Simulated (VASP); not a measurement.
# AlCu3 (P4mm) in VASP: a series of runs, part 2 of 2

VASP 6.6.1. The steps go on from the part before.

**4. Single point, PBEsol (atom 1 (Al) moved -0.150 Å towards its neighbour atom 1 (Al) at 3.632 Å)**

Input file INCAR:

```
SYSTEM = AlCu3
PREC = Accurate ; ENCUT = 520
EDIFF = 1E-7 ; ISMEAR = 0
SIGMA = 0.15 ; LREAL = .False.
LASPH = .True. ; NELM = 100
ALGO = Fast ; ISIF = 2
LWAVE = .False. ; LCHARG = .True.
GGA = PS ; LELF = .True.
LVHAR = .True. ; NBANDS = 26
```

Input file KPOINTS:

```
regular mesh
0
Gamma
  14 14 14
  0 0 0
```

Input file POSCAR:

```
AlCu3
1.0
    3.6318704096      0.0000000000      0.0000000000
    0.0000000000      3.6318704096      0.0000000000
    0.0000000000      0.0000000000      3.6318704096
Al Cu
1 3
Direct
    0.0413010331      0.0000000000      0.0000000000
    0.5000000000      0.5000000000      0.0000000000
    0.5000000000      0.0000000000      0.5000000000
    0.0000000000      0.5000000000      0.5000000000
```

Potentials or basis: VASP PAW PBE potentials, release 64 (Al, Cu).

Run with:

```
$ cat potpaw_PBE.64/Al/POTCAR potpaw_PBE.64/Cu/POTCAR > POTCAR
$ mpirun -np 1 vasp_std > vasp.out
```

OUTCAR:

```text
SYSTEM = AlCu3
   PREC = Accurate
   ENCUT = 520
   EDIFF = 1E-7
   ISMEAR = 0
   LREAL = .False.
   LASPH = .True.
   NELM = 100
   ISIF = 2
   GGA = PS

 ion  position               nearest neighbor table
   1  0.041  0.000  0.000-   2 2.46   3 2.46   3 2.46   2 2.46   4 2.57   4 2.57   4 2.57   4 2.57
                             2 2.68   3 2.68   3 2.68   2 2.68
   2  0.500  0.500  0.000-   1 2.46   1 2.46   4 2.57   3 2.57   4 2.57   3 2.57   3 2.57   3 2.57
                             4 2.57   4 2.57   1 2.68   1 2.68
   3  0.500  0.000  0.500-   1 2.46   1 2.46   4 2.57   2 2.57   2 2.57   2 2.57   4 2.57   2 2.57
                             4 2.57   4 2.57   1 2.68   1 2.68
   4  0.000  0.500  0.500-   2 2.57   3 2.57   2 2.57   3 2.57   2 2.57   3 2.57   2 2.57   3 2.57
                             1 2.57   1 2.57   1 2.57   1 2.57

  LATTYP: Found a simple cubic cell.
 ALAT       =     3.6318704096

  Lattice vectors:

 A1 = (   3.6318704096,   0.0000000000,   0.0000000000)
 A2 = (   0.0000000000,   3.6318704096,   0.0000000000)
 A3 = (   0.0000000000,   0.0000000000,   3.6318704096)

Analysis of symmetry for initial positions (statically):
=====================================================================
 Subroutine PRICEL returns:
 Original cell was already a primitive cell.

 Routine SETGRP: Setting up the symmetry group for a
 simple cubic supercell.

 Subroutine GETGRP returns: Found  8 space group operations
 (whereof  8 operations were pure point group operations)
 out of a pool of 48 trial point group operations.

The static configuration has the point symmetry C_4v.

Analysis of symmetry for dynamics (positions and initial velocities):
=====================================================================
 Subroutine PRICEL returns:
 Original cell was already a primitive cell.

 Routine SETGRP: Setting up the symmetry group for a
 simple cubic supercell.

 Subroutine GETGRP returns: Found  8 space group operations
 (whereof  8 operations were pure point group operations)
 out of a pool of 48 trial point group operations.

[... 126 lines left out ...]
  Fermi-wavevector in a.u.,A,eV,Ry     =   1.488374  2.812618 30.140391  2.215256
  Thomas-Fermi vector in A             =   2.601416
   LORBIT       =      0    0 simple, 1 ext, 2 COOP (PROOUT), +10 PAW based schemes
   GGA     = PS    functional components
   LHFCALC =     F    Hartree Fock is set to
   AEXX    =    0.0000 exact exchange contribution
   IVDW    =     0    specifies the selected vdW correction
   LEPSILON=     F    determine dielectric tensor
   LRPA    =     F    only Hartree local field effects (RPA)
 non-spin polarized calculation
 RMM-DIIS sequential band-by-band and
 Gauss-broadening in eV      SIGMA  =   0.15
  energy-cutoff  :      520.00
  volume of cell :       47.91
 maximum number of plane-waves:      1328
 NGX is ok and might be reduce to    28
   NGX = 13   NGY = 13   NGZ = 13

 number of electron      35.9999975 magnetization

 Free energy of the ion-electron system (eV)
  ---------------------------------------------------
  ext. energy  EPLUGINS =         0.00000000
  ---------------------------------------------------
  free energy    TOTEN  =       -17.69665155 eV

  energy without entropy =      -17.68287258  energy(sigma->0) =      -17.68976207

 E-fermi :   8.6401     XC(G=0): -12.4981

 val. band max:        8.6399246913   @ k =   0.0714   0.5000   0.2857
 cond. band min:       8.6421210076   @ k =   0.2857   0.0714   0.5000
 fundamental gap:      0.0021963163
 Fermi energy:         8.6400554783

 k-point     1 :       0.0000    0.0000    0.0000
  band No.  band energies     occupation
      1      -2.0995      2.00000
      2       3.1827      2.00000
      3       3.7168      2.00000
      4       3.7690      2.00000
      5       4.0148      2.00000
      6       4.0195      2.00000
[... 685 lines left out ...]
     25      18.1428      0.00000
     26      18.6494      0.00000

 [... further k-points ...]

------------------------ aborting loop because EDIFF is reached ----------------------------------------

  FORCE on cell =-STRESS in cart. coord.  units (eV):
  Direction    XX          YY          ZZ          XY          YZ          ZX
  --------------------------------------------------------------------------------------
  -------------------------------------------------------------------------------------
  Total        0.4103246      0.4538310      0.4538310      0.0000000      0.0000000      0.0000000
  in kB       13.7229377     15.1779720     15.1779720      0.0000000      0.0000000      0.0000000
  external PRESSURE =      14.6929606 kB  Pullay stress =       0.0000000 kB

 VOLUME and BASIS-vectors are now :
 -----------------------------------------------------------------------------
  energy-cutoff  :      520.00
  volume of cell :       47.91
      direct lattice vectors                 reciprocal lattice vectors
     3.631870410  0.000000000  0.000000000     0.275340221  0.000000000  0.000000000
     0.000000000  3.631870410  0.000000000     0.000000000  0.275340221  0.000000000
     0.000000000  0.000000000  3.631870410     0.000000000  0.000000000  0.275340221

 POSITION                                       TOTAL-FORCE (eV/Angst)
 -----------------------------------------------------------------------------------
      0.15000      0.00000      0.00000        -1.115836      0.000000     -0.000000
      1.81594      1.81594      0.00000         0.536193     -0.000000      0.000000
      1.81594      0.00000      1.81594         0.536193      0.000000      0.000000
      0.00000      1.81594      1.81594         0.043450      0.000000      0.000000
 -----------------------------------------------------------------------------------
    total drift:                                0.000393      0.000000     -0.000000

  FREE ENERGIE OF THE ION-ELECTRON SYSTEM (eV)
  ---------------------------------------------------
  free  energy   TOTEN  =       -17.6966515516 eV

  energy  without entropy=      -17.6828725819  energy(sigma->0) =      -17.68976207
```

OSZICAR:

```text
N       E                     dE             d eps       ncg     rms          rms(c)
DAV:   1     0.250469817087E+03    0.25047E+03   -0.15529E+04 15464   0.216E+03
DAV:   2    -0.321031244764E+01   -0.25368E+03   -0.24277E+03 14988   0.354E+02
DAV:   3    -0.221074109135E+02   -0.18897E+02   -0.18030E+02 16976   0.135E+02
DAV:   4    -0.225289714017E+02   -0.42156E+00   -0.42029E+00 22272   0.234E+01
DAV:   5    -0.225359375475E+02   -0.69661E-02   -0.69652E-02 23102   0.238E+00    0.183E+01
RMM:   6    -0.211456521711E+02    0.13903E+01   -0.48596E+01 16996   0.106E+02    0.128E+01
RMM:   7    -0.176977128657E+02    0.34479E+01   -0.12025E+01 16378   0.550E+01    0.148E+00
RMM:   8    -0.176932389992E+02    0.44739E-02   -0.23477E-01 17922   0.735E+00    0.551E-01
RMM:   9    -0.176957454891E+02   -0.25065E-02   -0.87447E-02 18261   0.170E+00    0.223E-01
RMM:  10    -0.176963763365E+02   -0.63085E-03   -0.18643E-02 18174   0.213E+00    0.210E-01
RMM:  11    -0.176967539894E+02   -0.37765E-03   -0.60144E-03 21189   0.500E-01    0.128E-01
RMM:  12    -0.176966270825E+02    0.12691E-03   -0.13451E-03 18672   0.445E-01    0.480E-02
RMM:  13    -0.176966408645E+02   -0.13782E-04   -0.39014E-04 19038   0.236E-01    0.185E-02
RMM:  14    -0.176966504149E+02   -0.95504E-05   -0.17373E-04 20189   0.120E-01    0.171E-02
RMM:  15    -0.176966526356E+02   -0.22207E-05   -0.50907E-05 23040   0.519E-02    0.972E-03
RMM:  16    -0.176966529532E+02   -0.31762E-06   -0.26911E-06 19180   0.114E-02    0.791E-03
RMM:  17    -0.176966515495E+02    0.14037E-05   -0.20963E-06 17376   0.208E-02    0.117E-03
RMM:  18    -0.176966515516E+02   -0.20818E-08   -0.41475E-07 13762   0.487E-03
   1 F= -.17696652E+02 E0= -.17689762E+02  d E =-.137790E-01
```

stdout:

```text
POSCAR found type information on POSCAR AlCu
 POSCAR found :  2 types and       4 ions
 scaLAPACK will be used
 -----------------------------------------------------------------------------
|                                                                             |
|                                                                             |
|     You enforced a specific xc type in the INCAR file but a different       |
|     I HOPE YOU KNOW WHAT YOU ARE DOING!                                     |
|                                                                             |
 -----------------------------------------------------------------------------

 LDA part: xc-table for (Slater+PW92), standard interpolation
 POSCAR, INCAR and KPOINTS ok, starting setup
 FFT: planning ... GRIDC
 FFT: planning ... GRID_SOFT
 FFT: planning ... GRID
 WAVECAR not read
 entering main loop
```

Wall time 11 min (1 thread of Intel Xeon 8259CL, shared host); peak memory 0.39 GiB.

Results:

```yaml
Free_energy: -17.6967 eV
Pressure: 1.5 GPa
Largest_force: 1.116 eV/Å
Band_gap_on_the_k_mesh: zero (band 18 reaches 12.42 eV, above the bottom of band 19 at 6.79 eV)
```

Forces on the atoms (eV/Å):
```
Al  -1.116  0.000  0.000
Cu   0.536  0.000  0.000
Cu   0.536  0.000  0.000
Cu   0.043  0.000  0.000
```

Caveat: the cell differs from its parent crystal (atom 1 (Al) moved -0.150 Å towards its neighbour atom 1 (Al) at 3.632 Å); the PAW data sets were made with another functional, which shifts forces and pressure a little.
